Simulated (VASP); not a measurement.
# Mn (Im-3m) in VASP: notebook

Aim: see how the results for Mn move with the level of theory and the settings. Levels: PBE, PBE+D3(BJ), revPBE+D3(BJ), RPBE, PBEsol. Tasks: single point, relaxation of the atoms.

Everything below comes from runs of VASP 6.6.1. Logs are shortened: lines on timing, memory, paths and dates and some standing lists are left out, and cuts for length are marked.

**1. The cell of the first run**

Symmetry: Im-3m, No. 229, cubic system. The conventional cell has a = 2.787 Å, b = 2.787 Å, c = 2.787 Å, α = 90.00°, β = 90.00°, γ = 90.00°. Mn (site symmetry m-3m) has 14 Mn at 2.41 to 2.79 Å within 3.2 Å.

This isn't the form of Mn at room conditions, which is a 58-atom cubic cell.

**2. Single point, PBE, collinear spin, ferromagnetic start**

INCAR

```
SYSTEM = Mn
PREC = Accurate
ENCUT = 500
EDIFF = 1E-6
ISMEAR = -5
SIGMA = 0.1
LREAL = .FALSE.
LASPH = .TRUE.
NELM = 200
ALGO = Normal
ISIF = 2
LWAVE = .FALSE.
LCHARG = .FALSE.
ISPIN = 2
MAGMOM = 0.76
LORBIT = 11
LMAXMIX = 4
GGA = PE
NBANDS = 16
GGA_COMPAT = .FALSE.
```

KPOINTS

```
regular mesh
0
G
  8 8 8
  0 0 0
```

POSCAR

```
Mn
1.0
   -1.3932737400      1.3932737400      1.3932737400
    1.3932737400     -1.3932737400      1.3932737400
    1.3932737400      1.3932737400     -1.3932737400
Mn
1
Direct
    0.0000000000      0.0000000000      0.0000000000
```

Potentials or basis: VASP PAW PBE potentials, release 64 (Mn_pv).

Run with:

```bash
$ cat potpaw_PBE.64/Mn_pv/POTCAR > POTCAR
$ mpirun -np 1 vasp_std > vasp.out
```

OUTCAR:

```text
SYSTEM = Mn
   PREC = Accurate
   ENCUT = 500
   EDIFF = 1E-6
   ISMEAR = -5
   LREAL = .FALSE.
   LASPH = .TRUE.
   NELM = 200
   ISIF = 2
   ISPIN = 2
   LORBIT = 11
   GGA = PE

 ion  position               nearest neighbor table
   1  0.000  0.000  0.000-

  LATTYP: Found a body centered cubic cell.
 ALAT       =     2.7865474800

  Lattice vectors:

 A1 = (  -1.3932737400,   1.3932737400,   1.3932737400)
 A2 = (   1.3932737400,  -1.3932737400,   1.3932737400)
 A3 = (   1.3932737400,   1.3932737400,  -1.3932737400)

Analysis of symmetry for initial positions (statically):
=====================================================================
 Subroutine PRICEL returns:
 Original cell was already a primitive cell.

 Routine SETGRP: Setting up the symmetry group for a
 body centered cubic supercell.

 Subroutine GETGRP returns: Found 48 space group operations
 (whereof 48 operations were pure point group operations)
 out of a pool of 48 trial point group operations.

The static configuration has the point symmetry O_h .

Analysis of symmetry for dynamics (positions and initial velocities):
=====================================================================
 Subroutine PRICEL returns:
 Original cell was already a primitive cell.

 Routine SETGRP: Setting up the symmetry group for a
 body centered cubic supercell.

 Subroutine GETGRP returns: Found 48 space group operations
 (whereof 48 operations were pure point group operations)
 out of a pool of 48 trial point group operations.

The dynamic configuration has the point symmetry O_h .

Analysis of structural, dynamic, and magnetic symmetry:
=====================================================================
 Subroutine PRICEL returns:
 Original cell was already a primitive cell.

 Routine SETGRP: Setting up the symmetry group for a
 body centered cubic supercell.

 Subroutine GETGRP returns: Found 48 space group operations
 (whereof 48 operations were pure point group operations)
 out of a pool of 48 trial point group operations.

The overall configuration has the point symmetry O_h .

 Subroutine INISYM returns: Found 48 space group operations
 (whereof 48 operations are pure point group operations),
 and found     1 'primitive' translations

----------------------------------------------------------------------------------------

                                     Primitive cell

  volume of cell :      10.8186

  direct lattice vectors                    reciprocal lattice vectors
    -1.393273740  1.393273740  1.393273740     0.000000000  0.358867024  0.358867024
     1.393273740 -1.393273740  1.393273740     0.358867024  0.000000000  0.358867024
     1.393273740  1.393273740 -1.393273740     0.358867024  0.358867024  0.000000000

  length of vectors
     2.413220907  2.413220907  2.413220907     0.507514612  0.507514612  0.507514612

  position of ions in fractional coordinates (direct lattice)
     0.000000000  0.000000000  0.000000000

  ion indices of the primitive-cell ions
   primitive index   ion index
                 1           1

----------------------------------------------------------------------------------------

 KPOINTS: regular mesh

Automatic generation of k-mesh.
 Grid dimensions read from file:
 generate k-points for:    8    8    8

 Generating k-lattice:

  Cartesian coordinates                     Fractional coordinates (reciprocal lattice)
     0.000000000  0.044858378  0.044858378     0.125000000  0.000000000  0.000000000
     0.044858378  0.000000000  0.044858378     0.000000000  0.125000000  0.000000000
     0.044858378  0.044858378  0.000000000     0.000000000  0.000000000  0.125000000

  Length of vectors
     0.063439326  0.063439326  0.063439326

  Shift w.r.t. Gamma in fractional coordinates (k-lattice)
     0.000000000  0.000000000  0.000000000

 TETIRR: Found    513 inequivalent tetrahedra from     3072

 Subroutine IBZKPT returns following result:
 ===========================================

 Found     29 irreducible k-points:

 Following reciprocal coordinates:
            Coordinates               Weight
  0.000000  0.000000  0.000000      1.000000
  0.125000  0.000000  0.000000     12.000000
  0.250000  0.000000  0.000000     12.000000
  0.375000  0.000000  0.000000     12.000000
  0.500000  0.000000  0.000000      6.000000
  0.125000  0.125000  0.000000     24.000000
[... 16 lines left out ...]
 -0.250000  0.250000  0.250000      6.000000
 -0.375000  0.375000  0.250000     24.000000
 [... further k-points ...]
   k-points           NKPTS =     29   k-points in BZ     NKDIM =     29   number of bands    NBANDS=     16
   number of dos      NEDOS =    301   number of ions     NIONS =      1
   total plane-waves  NPLWV =   5832
   dimension x,y,z NGX =    18 NGY =   18 NGZ =   18
   dimension x,y,z NGXF=    36 NGYF=   36 NGZF=   36
   ions per type =               1
   NGX,Y,Z   is equivalent  to a cutoff of  12.40, 12.40, 12.40 a.u.
   NGXF,Y,Z  is equivalent  to a cutoff of  24.80, 24.80, 24.80 a.u.
 SYSTEM =  Mn
   PREC   = accura    normal or accurate (medium, high low for compatibility)
   ISTART =      0    job   : 0-new  1-cont  2-samecut
   ICHARG =      2    charge: 1-file 2-atom 10-const
   ISPIN  =      2    spin polarized calculation?
   LNONCOLLINEAR =      F non collinear calculations
   LSORBIT =      F    spin-orbit coupling
   LASPH  =      T    aspherical Exc in radial PAW
   ENCUT  =  500.0 eV  36.75 Ry    6.06 a.u.   4.40  4.40  4.40*2*pi/ulx,y,z
   NELM   =    200;   NELMIN=  2; NELMDL= -5     # of ELM steps
   EDIFF  = 0.1E-05   stopping-criterion for ELM
   LREAL  =      F    real-space projection
   EDIFFG = 0.1E-04   stopping-criterion for IOM
   NSW    =      0    number of steps for IOM
   IBRION =     -1    ionic relax: 0-MD 1-quasi-New 2-CG
   NFREE  =      0    steps in history (QN), initial steepest desc. (CG)
   ISIF   =      2    stress and relaxation
   ISYM   =      2    0-nonsym 1-usesym 2-fastsym
   POTIM  = 0.5000    time-step for ionic-motion
   TEBEG  =    0.0;   TEEND  =   0.0 temperature during run
   PSTRESS=    0.0 pullay stress
   NELECT =      13.0000    total number of electrons
   NUPDOWN=      -1.0000    fix difference up-down
   EMIN   =  10.00;   EMAX   =-10.00  energy-range for DOS
   EFERMI =   0.00;   METHOD = LEGACY
   ISMEAR =    -5;   SIGMA  =   0.10  broadening in eV -4-tet -1-fermi 0-gaus
   EFERMI_NEDOS =   21; number of points for ismear=-14 and -15
   IALGO  =     38    algorithm
   IMIX   =      4    mixing-type and parameters
     AMIX     =   0.40;   BMIX     =  1.00
     AMIX_MAG =   1.60;   BMIX_MAG =  1.00
  volume/ion in A,a.u.               =      10.82        73.01
  Fermi-wavevector in a.u.,A,eV,Ry     =   1.740468  3.289009 41.215184  3.029231
  Thomas-Fermi vector in A             =   2.813112
   LORBIT       =     11    0 simple, 1 ext, 2 COOP (PROOUT), +10 PAW based schemes
   GGA     = PE    functional components
   LHFCALC =     F    Hartree Fock is set to
   AEXX    =    0.0000 exact exchange contribution
   IVDW    =     0    specifies the selected vdW correction
   LEPSILON=     F    determine dielectric tensor
   LRPA    =     F    only Hartree local field effects (RPA)
 spin polarized calculation
 Fermi weights with tetrahedron method with Bloechl corrections
  energy-cutoff  :      500.00
  volume of cell :       10.82
 maximum number of plane-waves:       285
 NGX is ok and might be reduce to    18
   NGX =  9   NGY =  9   NGZ =  9

 number of electron      13.0000003 magnetization       0.9350699

 Free energy of the ion-electron system (eV)
  ---------------------------------------------------
  ext. energy  EPLUGINS =         0.00000000
  ---------------------------------------------------
  free energy    TOTEN  =        -8.85583654 eV

  energy without entropy =       -8.85583654  energy(sigma->0) =       -8.85583654

 E-fermi :  10.6401     XC(G=0): -13.9749

 val. band max:       11.4452255529   @ k =   0.5000   0.0000   0.0000
 cond. band min:      10.5837659906   @ k =  -0.2500   0.2500   0.1250
 fundamental gap:     -0.8614595623
 Fermi energy:        10.6400879946

 spin component 1

 k-point     1 :       0.0000    0.0000    0.0000
  band No.  band energies     occupation
      1     -37.7215      1.00000
      2     -37.7215      1.00000
      3     -37.7215      1.00000
      4       2.0695      1.00000
      5       8.8134      1.00000
      6       8.8134      1.00000
[... 8 lines left out ...]
     15      41.6168      0.00000
     16      45.7740      0.00000
[... 419 lines left out ...]
 k-point    24 :      -0.3750    0.3750    0.2500
  band No.  band energies     occupation
      1     -38.2661      1.00000
      2     -38.0604      1.00000
      3     -37.9910      1.00000
      4       6.5578      1.00000
      5       7.1587      1.00000
      6       9.3379      1.00914
[... 8 lines left out ...]
     15      43.6986      0.00000
     16      44.1966      0.00000

 [... further k-points ...]

 spin component 2

 k-point     1 :       0.0000    0.0000    0.0000
  band No.  band energies     occupation
      1     -36.6495      1.00000
      2     -36.6495      1.00000
      3     -36.6495      1.00000
      4       2.1920      1.00000
      5       9.6165      1.00000
      6       9.6165      1.00000
[... 8 lines left out ...]
     15      42.6587      0.00000
     16      46.0906      0.00000
[... 419 lines left out ...]
 k-point    24 :      -0.3750    0.3750    0.2500
  band No.  band energies     occupation
      1     -37.2150      1.00000
      2     -37.0001      1.00000
      3     -36.9287      1.00000
      4       7.1197      1.00000
      5       7.9447      1.00000
      6      10.1085      0.97065
[... 8 lines left out ...]
     15      44.1249      0.00000
     16      44.4252      0.00000

 [... further k-points ...]

------------------------ aborting loop because EDIFF is reached ----------------------------------------

  FORCE on cell =-STRESS in cart. coord.  units (eV):
  Direction    XX          YY          ZZ          XY          YZ          ZX
  --------------------------------------------------------------------------------------
  -------------------------------------------------------------------------------------
  Total        0.2402415      0.2402415      0.2402415     -0.0000000      0.0000000     -0.0000000
  in kB       35.5786411     35.5786411     35.5786411     -0.0000000      0.0000000     -0.0000000
  external PRESSURE =      35.5786411 kB  Pullay stress =       0.0000000 kB

 VOLUME and BASIS-vectors are now :
 -----------------------------------------------------------------------------
  energy-cutoff  :      500.00
  volume of cell :       10.82
      direct lattice vectors                 reciprocal lattice vectors
    -1.393273740  1.393273740  1.393273740     0.000000000  0.358867024  0.358867024
     1.393273740 -1.393273740  1.393273740     0.358867024  0.000000000  0.358867024
     1.393273740  1.393273740 -1.393273740     0.358867024  0.358867024  0.000000000

 POSITION                                       TOTAL-FORCE (eV/Angst)
 -----------------------------------------------------------------------------------
      0.00000      0.00000      0.00000        -0.000000      0.000000     -0.000000
 -----------------------------------------------------------------------------------
    total drift:                                0.000000      0.000000      0.000000

  FREE ENERGIE OF THE ION-ELECTRON SYSTEM (eV)
  ---------------------------------------------------
  free  energy   TOTEN  =        -8.8558365362 eV

  energy  without entropy=       -8.8558365362  energy(sigma->0) =       -8.85583654

 total charge

# of ion       s       p       d       tot
------------------------------------------
    1        0.416   6.407   5.141  11.963

 magnetization (x)

# of ion       s       p       d       tot
------------------------------------------
    1       -0.004  -0.020   0.961   0.938
```

Wall time 14 s (1 thread of Intel Xeon 6975P-C (Granite Rapids), shared host); peak memory 0.12 GiB.

Results:

```yaml
Free_energy: -8.8558 eV
Pressure: 3.6 GPa
Net_moment: 0.94 μB per cell
Site_moments: Mn +0.94 μB
Valence_electrons_inside_the_program's_atomic_spheres: Mn 11.96
```

Caveat: the k points lie up to 0.40 Å⁻¹ apart; tetrahedron occupations give inexact forces and stress in metals.

**3. Single point, PBE+D3(BJ), collinear spin, ferromagnetic start**

INCAR

```
SYSTEM = Mn
PREC = Accurate ; ENCUT = 500
EDIFF = 1E-6 ; ISMEAR = 0
SIGMA = 0.1 ; LREAL = .False.
LASPH = .True. ; NELM = 200
ALGO = Normal ; ISIF = 2
LWAVE = .False. ; LCHARG = .True.
ISPIN = 2 ; MAGMOM = 0.76
LORBIT = 11 ; LMAXMIX = 4
GGA = PE ; IVDW = 12
LELF = .True. ; LVHAR = .True.
NBANDS = 16 ; ISYM = 0
GGA_COMPAT = .False.
```

KPOINTS

```
Automatic mesh
0
Gamma
  4 9 2
  0 0 0
```

POSCAR is that of step 2.

Potentials or basis: VASP PAW PBE potentials, release 64 (Mn_pv).

Run with:

```bash
$ cat potpaw_PBE.64/Mn_pv/POTCAR > POTCAR
$ mpirun -np 1 vasp_std > vasp.out
```

Wall time 14 s (1 thread of Intel Xeon 6975P-C (Granite Rapids), shared host); peak memory 0.13 GiB.

Results (log left out):

| Property | Result |
| --- | --- |
| Free energy | -9.2022 eV |
| Pressure | -0.1 GPa |
| Net moment | 1.28 μB per cell |
| Site moments | Mn +1.27 μB |
| Valence electrons inside the program's atomic spheres | Mn 12.00 |
| Dispersion energy per atom | -0.377 eV |

Stress tensor (GPa, compression positive):
```
  0.05 -13.15  11.44
-13.15   0.34  15.77
 11.44  15.77  -0.78
```

Levels at points of the mesh, in eV from the Fermi level:
Spin up:
| k point | band 4 | band 5 | band 6 | band 7 | band 8 | band 9 | band 10 | band 11 |
| --- | --- | --- | --- | --- | --- | --- | --- | --- |
| (0.00, 0.00, 0.00) | -8.75 | -1.84 | -1.82 | -1.80 | -0.21 | -0.21 | 23.60 | 23.62 |
| (0.50, 0.00, 0.00) | -5.14 | -3.26 | -0.21 | 0.08 | 0.55 | 1.68 | 9.00 | 17.75 |
| (0.00, 0.00, 0.50) | -5.23 | -3.24 | -0.03 | 0.08 | 0.52 | 1.66 | 8.96 | 17.79 |
| (0.50, 0.00, 0.50) | -5.21 | -3.24 | -0.07 | 0.08 | 0.52 | 1.65 | 8.97 | 17.79 |
Spin down:
```tsv
k point	band 3	band 4	band 5	band 6	band 7	band 8	band 9	band 10
(0.00, 0.00, 0.00)	-46.80	-8.53	-1.09	-0.77	-0.72	1.48	1.51	23.56
(0.50, 0.00, 0.00)	-46.97	-4.45	-2.52	0.78	1.34	1.83	2.91	9.80
(0.00, 0.00, 0.50)	-46.83	-4.44	-2.29	0.69	1.39	1.84	2.67	9.83
(0.50, 0.00, 0.50)	-46.87	-4.46	-2.32	0.70	1.40	1.81	2.72	9.81
```

Caveat: the k points lie up to 1.32 Å⁻¹ apart, too coarse for converged energies, forces and pressures.

(Part 1 of 2 ends here.)
